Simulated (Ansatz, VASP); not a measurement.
## Sb in VASP and in Ansatz

Contents of POSCAR:

```
Sb
1.0
    2.1542000000      1.2437279499      3.7580000000
   -2.1542000000      1.2437279499      3.7580000000
    0.0000000000     -2.4874558998      3.7580000000
Sb
2
Direct
    0.7665100000      0.7665100000      0.7665100000
    0.2334900000      0.2334900000      0.2334900000
```

INCAR.step1

```
SYSTEM = Sb
ALGO     = Normal         ! electronic algorithm
EDIFF    = 1E-5           ! SCF threshold, eV
ENCUT    = 400            ! plane-wave cutoff, eV
GGA      = PE             ! functional
GGA_COMPAT= .FALSE.      
ISIF     = 2              ! what is computed and relaxed
ISMEAR   = -1             ! smearing method
LASPH    = .TRUE.         ! aspherical terms in the spheres
LREAL    = .FALSE.        ! projectors in reciprocal space
LWAVE    = .TRUE.         ! write WAVECAR
NBANDS   = 22             ! bands
NELM     = 120            ! most SCF steps
PREC     = Accurate       ! precision mode
SIGMA    = 0.05           ! smearing width, eV
```

The input INCAR.step2:

```
SYSTEM = Sb
AEXX     = 0.35           ! exact-exchange fraction
ALGO     = Normal         ! electronic algorithm
EDIFF    = 1E-6           ! SCF threshold, eV
ENCUT    = 400            ! plane-wave cutoff, eV
GGA      = PE             ! functional
GGA_COMPAT= .FALSE.      
ISIF     = 2              ! what is computed and relaxed
ISMEAR   = -1             ! smearing method
ISTART   = 1            
LASPH    = .TRUE.         ! aspherical terms in the spheres
LCHARG   = .TRUE.         ! write CHGCAR
LELF     = .TRUE.         ! ELF
LHFCALC  = .TRUE.         ! exact exchange
LREAL    = .FALSE.        ! projectors in reciprocal space
LVHAR    = .TRUE.       
LWAVE    = .FALSE.        ! write WAVECAR
NBANDS   = 22             ! bands
NELM     = 120            ! most SCF steps
PREC     = Accurate       ! precision mode
PRECFOCK = Normal       
SIGMA    = 0.05           ! smearing width, eV
```

File KPOINTS:

```
k-points
0
G
  4 4 4
  0 0 0
```

The input input.yaml:

```yaml
crystal:
  lattice:
    - [2.1542, 1.2437279499, 3.758]
    - [-2.1542, 1.2437279499, 3.758]
    - [0.0, -2.4874558998, 3.758]
  atoms:
    - { symbol: Sb, position: [0.76651, 0.76651, 0.76651] }
    - { symbol: Sb, position: [0.23349, 0.23349, 0.23349] }
hamiltonian:
  xc: { exchange: pbe, correlation: pbe, exx: { coeff: 0.35 } }
  pseudopotentials: { kind: paw }
kpoints:
  mp_grid: { grid: [4, 4, 4] }
scf:
  occupations: { method: fermi_dirac, width: 0.05 }
output:
  forces: true
  stress: true
  eigenvalues: true
```

Alike in both runs: task single point; functional PBE-based global hybrid with a share of 0.35 of exact exchange; k mesh 4 × 4 × 4; occupations fermi-dirac, width 0.05 eV; no spin polarisation.

|  | VASP | Ansatz |
| --- | --- | --- |
| version | VASP 6.6.1 | Ansatz 0.2.0 |
| potentials or method | VASP PAW PBE potentials, release 64 (Sb_d_GW) | Ansatz PAW |
| plane-wave cutoff (eV) | 400 | 420 |
| valence electrons in the cell | 30 | 30 |

Ansatz gave:

```
gap on the k mesh at the Fermi level (eV) : 1.04
least direct gap on the mesh (eV)         : 1.28
rms of the force components (eV/Å)        : 0.314
```

Problem. Which values does VASP return?

Solution. gap on the k mesh at the Fermi level (eV): 1.17; least direct gap on the mesh (eV): 1.42; rms of the force components (eV/Å): 0.291.

VASP's potentials were made for PBE, not for PBE-based global hybrid. Atom by atom the forces differ by 0.023 eV/Å (rms over components).

The k mesh is coarse, so the values compare programs but aren't converged. Neither program's run includes spin-orbit coupling.
